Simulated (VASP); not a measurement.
# AlN (P6_3mc) in VASP: a series of runs, part 2 of 2

VASP 6.6.1. The steps go on from the part before.

## Step 4: Electric field gradients, PBE (volume scaled by 0.94)

Contents of INCAR:

```
PREC = Accurate
ENCUT = 520
EDIFF = 1E-8
ISMEAR = -1
SIGMA = 0.02
LREAL = False
LASPH = True
NELM = 100
ALGO = Normal
ISIF = 2
LWAVE = False
LCHARG = False
GGA = PE
LEFG = True
NBANDS = 16
```

Contents of KPOINTS:

```
Automatic mesh
0
Gamma
  11 11 6
```

Contents of POSCAR:

```
AlN
1.0
    3.0474944919      0.0000000000      0.0000000000
   -1.5237472460      2.6392076479      0.0000000000
    0.0000000000      0.0000000000      4.8763796492
Al N
2 2
Direct
    0.3333333333      0.6666666667      0.0000000000
    0.6666666667      0.3333333333      0.5000000000
    0.3333333333      0.6666666667      0.3850000000
    0.6666666667      0.3333333333      0.8850000000
```

Potentials or basis: VASP PAW PBE potentials, release 64 (Al, N).

Command:

```bash
cat potpaw_PBE.64/Al/POTCAR potpaw_PBE.64/N/POTCAR > POTCAR
mpirun -np 1 vasp_std > vasp.out
```

OUTCAR:

```text
PREC = Accurate
   ENCUT = 520
   EDIFF = 1E-8
   ISMEAR = -1
   LREAL = False
   LASPH = True
   NELM = 100
   ISIF = 2
   GGA = PE

 ion  position               nearest neighbor table
   1  0.333  0.667  0.000-   4 1.85   4 1.85   4 1.85   3 1.88   2 3.01   2 3.01   2 3.01   2 3.01
                             2 3.01   2 3.01
   2  0.667  0.333  0.500-   3 1.85   3 1.85   3 1.85   4 1.88   1 3.01   1 3.01   1 3.01   1 3.01
                             1 3.01   1 3.01
   3  0.333  0.667  0.385-   2 1.85   2 1.85   2 1.85   1 1.88
   4  0.667  0.333  0.885-   1 1.85   1 1.85   1 1.85   2 1.88

  LATTYP: Found a hexagonal cell.
 ALAT       =     3.0474944919
 C/A-ratio  =     1.6001274694

  Lattice vectors:

 A1 = (   3.0474944919,   0.0000000000,   0.0000000000)
 A2 = (  -1.5237472460,   2.6392076479,   0.0000000000)
 A3 = (   0.0000000000,   0.0000000000,   4.8763796492)

Analysis of symmetry for initial positions (statically):
=====================================================================
 Subroutine PRICEL returns:
 Original cell was already a primitive cell.

 Routine SETGRP: Setting up the symmetry group for a
 hexagonal supercell.
[... 660 lines left out ...]
      1.52375      0.87974      2.43819        -0.000000     -0.000000      0.184679
     -0.00000      1.75947      1.87741         0.000000     -0.000000     -0.184679
      1.52375      0.87974      4.31560        -0.000000      0.000000     -0.184679
 -----------------------------------------------------------------------------------
    total drift:                               -0.000000      0.000000      0.000019

  FREE ENERGIE OF THE ION-ELECTRON SYSTEM (eV)
  ---------------------------------------------------
  free  energy   TOTEN  =       -29.5990486514 eV

  energy  without entropy=      -29.5990486514  energy(sigma->0) =      -29.59904865

 Electric field gradients (V/A^2)
---------------------------------------------------------------------
 ion       V_xx      V_yy      V_zz      V_xy      V_xz      V_yz
---------------------------------------------------------------------
   1      -4.653    -4.653     9.305    -0.000    -0.000     0.000
   2      -4.653    -4.653     9.305    -0.000     0.000    -0.000
   3      -0.558    -0.557     1.115     0.001     0.000    -0.000
   4      -0.558    -0.557     1.115     0.001    -0.000     0.000
---------------------------------------------------------------------

 Electric field gradients after diagonalization (V/A^2)
 (convention: |V_zz| > |V_xx| > |V_yy|)
----------------------------------------------------------------------
 ion       V_xx      V_yy      V_zz     asymmetry (V_yy - V_xx)/ V_zz
----------------------------------------------------------------------
   1      -4.653    -4.653     9.305       0.000
   2      -4.653    -4.653     9.305       0.000
   3      -0.558    -0.557     1.115       0.001
   4      -0.558    -0.557     1.115       0.001
----------------------------------------------------------------------

           NMR quadrupolar parameters

 Cq : quadrupolar parameter    Cq=e*Q*V_zz/h
 eta: asymmetry parameters     (V_yy - V_xx)/ V_zz
 Q  : nuclear electric quadrupole moment in mb (millibarn)
----------------------------------------------------------------------
 ion       Cq(MHz)       eta       Q (mb)
----------------------------------------------------------------------
   1       0.023       0.000       1.000
   2       0.023       0.000       1.000
   3       0.003       0.001       1.000
   4       0.003       0.001       1.000
----------------------------------------------------------------------
```

OSZICAR:

```text
N       E                     dE             d eps       ncg     rms          rms(c)
DAV:   1     0.393934192372E+02    0.39393E+02   -0.74940E+03  2056   0.906E+02
DAV:   2    -0.315332248710E+02   -0.70927E+02   -0.65696E+02  2808   0.190E+02
DAV:   3    -0.345874173103E+02   -0.30542E+01   -0.30474E+01  2600   0.409E+01
DAV:   4    -0.346048674241E+02   -0.17450E-01   -0.17449E-01  2552   0.343E+00
DAV:   5    -0.346050907525E+02   -0.22333E-03   -0.22333E-03  2600   0.394E-01    0.126E+01
DAV:   6    -0.296015564599E+02    0.50035E+01   -0.10635E+01  2416   0.241E+01    0.436E+00
DAV:   7    -0.296110949438E+02   -0.95385E-02   -0.76005E-01  2256   0.616E+00    0.305E+00
DAV:   8    -0.296029953319E+02    0.80996E-02   -0.55647E-02  2296   0.214E+00    0.509E-01
DAV:   9    -0.295985428855E+02    0.44524E-02   -0.11640E-02  2752   0.801E-01    0.232E-01
DAV:  10    -0.295991181450E+02   -0.57526E-03   -0.20030E-03  2208   0.285E-01    0.122E-01
DAV:  11    -0.295990460556E+02    0.72089E-04   -0.16641E-04  2376   0.998E-02    0.286E-02
DAV:  12    -0.295990488279E+02   -0.27723E-05   -0.10341E-05  2360   0.258E-02    0.785E-03
DAV:  13    -0.295990485973E+02    0.23062E-06   -0.32945E-06  2408   0.142E-02    0.522E-03
DAV:  14    -0.295990486155E+02   -0.18151E-07   -0.26235E-07  2392   0.437E-03    0.173E-03
DAV:  15    -0.295990486597E+02   -0.44254E-07   -0.41703E-08  2632   0.155E-03    0.312E-04
DAV:  16    -0.295990486494E+02    0.10320E-07   -0.20293E-09  1216   0.381E-04    0.133E-04
DAV:  17    -0.295990486514E+02   -0.19943E-08   -0.18536E-10  1128   0.165E-04
   1 F= -.29599049E+02 E0= -.29599049E+02  d E =-.107247E-10
```

Wall time 15 s (1 thread of Intel Xeon 6975P-C (Granite Rapids), shared host); peak memory 0.17 GiB.

Results:

```yaml
Free_energy: -29.5990 eV
Pressure: 18.4 GPa
Largest_force: 0.185 eV/Å
Band_gap_on_the_k_mesh: 4.72 eV, direct
```

Forces on the atoms (eV/Å):
```
Al   0.000  0.000  0.185
Al   0.000  0.000  0.185
N    0.000  0.000 -0.185
N    0.000  0.000 -0.185
```

Stress tensor (GPa, compression positive):
```
19.58  0.00  0.00
 0.00 19.58  0.00
 0.00  0.00 15.97
```

Electric field gradients, principal values (V/Å²):
```
atom   least  middle  greatest (by size)
1 Al  -4.653  -4.653               9.305
2 Al  -4.653  -4.653               9.305
 3 N  -0.557  -0.558               1.115
 4 N  -0.557  -0.558               1.115
```

Caveat: without QUAD_EFG the Cq values of the log hold for a quadrupole moment of 1 mb, not for the nuclei. A k mesh can miss the band edges.
